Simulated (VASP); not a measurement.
# Al (Fm-3m) in VASP: notebook, part 2 of 2

VASP 6.6.1. Earlier steps stand in the parts before.

### Step 4. Relaxation of cell and atoms, PBE

This run uses another cell than the first one, of 16.60 Å³/atom, 1.008 times its volume.

Input file INCAR:

```
SYSTEM = Al
PREC = Accurate
ENCUT = 600
EDIFF = 1E-6
ISMEAR = 1
SIGMA = 0.15
LREAL = .False.
LASPH = .True.
NELM = 100
ALGO = Normal
ISIF = 3
LWAVE = .False.
LCHARG = .False.
GGA = PE
IBRION = 2
NSW = 80
EDIFFG = -0.005
```

Input file KPOINTS:

```
Automatic mesh
0
Gamma
  13 13 13
  0 0 0
```

Input file POSCAR:

```
Al
1.0
    0.0000000000      2.0248050000      2.0248050000
    2.0248050000      0.0000000000      2.0248050000
    2.0248050000      2.0248050000      0.0000000000
Al
1
Direct
    0.0000000000      0.0000000000      0.0000000000
```

Potentials or basis: VASP PAW PBE potentials, release 64 (Al).

Started as:

```bash
> cat potpaw_PBE.64/Al/POTCAR > POTCAR
> mpirun -np 1 vasp_std > vasp.out
```

OUTCAR:

```text
SYSTEM = Al
   PREC = Accurate
   ENCUT = 600
   EDIFF = 1E-6
   ISMEAR = 1
   LREAL = .False.
   LASPH = .True.
   NELM = 100
   ISIF = 3
   GGA = PE
   IBRION = 2
   NSW = 80
   EDIFFG = -0.005

 ion  position               nearest neighbor table
   1  0.000  0.000  0.000-

  LATTYP: Found a face centered cubic cell.
 ALAT       =     4.0496100000

  Lattice vectors:

 A1 = (   0.0000000000,   2.0248050000,   2.0248050000)
 A2 = (   2.0248050000,   0.0000000000,   2.0248050000)
 A3 = (   2.0248050000,   2.0248050000,   0.0000000000)

Analysis of symmetry for initial positions (statically):
=====================================================================
 Subroutine PRICEL returns:
 Original cell was already a primitive cell.

 Routine SETGRP: Setting up the symmetry group for a
 face centered cubic supercell.

 Subroutine GETGRP returns: Found 48 space group operations
 (whereof 48 operations were pure point group operations)
[... 164 lines left out ...]

------------------------ aborting loop because EDIFF is reached ----------------------------------------

  FORCE on cell =-STRESS in cart. coord.  units (eV):
  Direction    XX          YY          ZZ          XY          YZ          ZX
  --------------------------------------------------------------------------------------
  -------------------------------------------------------------------------------------
  Total       -0.0653436     -0.0653436     -0.0653436      0.0000000      0.0000000      0.0000000
  in kB       -6.3057101     -6.3057101     -6.3057101      0.0000000      0.0000000      0.0000000
  external PRESSURE =      -6.3057101 kB  Pullay stress =       0.0000000 kB
[... 57 lines left out ...]
--------------------------------------- Ionic step        3  -------------------------------------------

 number of electron       3.0000000 magnetization

 Free energy of the ion-electron system (eV)
  ---------------------------------------------------
  ext. energy  EPLUGINS =         0.00000000
  ---------------------------------------------------
  free energy    TOTEN  =        -3.74232889 eV

  energy without entropy =       -3.74238871  energy(sigma->0) =       -3.74234883

 E-fermi :   7.9392     XC(G=0): -10.2043

 val. band max:        7.9371500266   @ k =  -0.3077   0.2308   0.0000
 cond. band min:       7.9509699546   @ k =  -0.2308   0.3846   0.1538
 fundamental gap:      0.0138199280
 Fermi energy:         7.9392283610

 k-point     1 :       0.0000    0.0000    0.0000
  band No.  band energies     occupation
      1      -3.1268      2.00000
      2      20.6531      0.00000
      3      20.6531      0.00000
      4      20.6531      0.00000
      5      22.1608      0.00000
[... 177 lines left out ...]
 k-point    24 :       0.4615    0.1538    0.0000
  band No.  band energies     occupation
      1       1.9371      2.00000
      2       6.5921      2.00000
      3      15.1121      0.00000
      4      16.2458      0.00000
      5      18.0086      0.00000

 [... further k-points ...]
[... 5 lines left out ...]
  --------------------------------------------------------------------------------------
  -------------------------------------------------------------------------------------
  Total        0.0007075      0.0007075      0.0007075      0.0000000      0.0000000      0.0000000
  in kB        0.0688442      0.0688442      0.0688442      0.0000000      0.0000000      0.0000000
  external PRESSURE =       0.0688442 kB  Pullay stress =       0.0000000 kB
[... 16 lines left out ...]
  FREE ENERGIE OF THE ION-ELECTRON SYSTEM (eV)
  ---------------------------------------------------
  free  energy   TOTEN  =        -3.7423288863 eV

  energy  without entropy=       -3.7423887085  energy(sigma->0) =       -3.74234883

 reached required accuracy - stopping structural energy minimisation
```

Run time: 6.5 s. Hardware: 1 thread of Intel Xeon Platinum 8259CL at 2.50GHz (Skylake/Cascade Lake), shared host; peak memory 0.13 GiB.

What came out:

```
Free energy                            : -3.7423 eV
Relaxed volume                         : 16.47 Å³/atom
Relaxed cell                           : a = 2.856 Å, b = 2.856 Å, c = 2.856 Å, α = 60.00°, β = 60.00°, γ = 60.00°
Space group after relaxing (to 0.05 Å) : Fm-3m (No. 225)
Energy gained by relaxing              : 0.3 meV/atom
Ionic steps                            : 3
Pressure after relaxing                : 0.0 GPa
```

The path:
```
step  energy change (eV)  largest force (eV/Å)  pressure (GPa)  volume (Å³)
   1              0.0000                0.0000           -0.63        16.60
   2             -0.0003                0.0000            0.09        16.45
   3             -0.0003                0.0000            0.01        16.47
```

Final structure:
```cif
data_structure
_symmetry_space_group_name_H-M 'P 1'
_symmetry_Int_Tables_number 1
_cell_length_a 2.8556
_cell_length_b 2.8556
_cell_length_c 2.8556
_cell_angle_alpha 60.000
_cell_angle_beta 60.000
_cell_angle_gamma 60.000
_cell_volume 16.47
loop_
_atom_site_label
_atom_site_type_symbol
_atom_site_fract_x
_atom_site_fract_y
_atom_site_fract_z
_atom_site_occupancy
Al1 Al 0.00000 0.00000 0.00000 1
```

Levels at points of the mesh, in eV from the Fermi level:
| k point | band 1 | band 2 | band 3 | band 4 | band 5 |
| --- | --- | --- | --- | --- | --- |
| (0.00, 0.00, 0.00) | -11.07 | 12.71 | 12.71 | 12.71 | 14.22 |
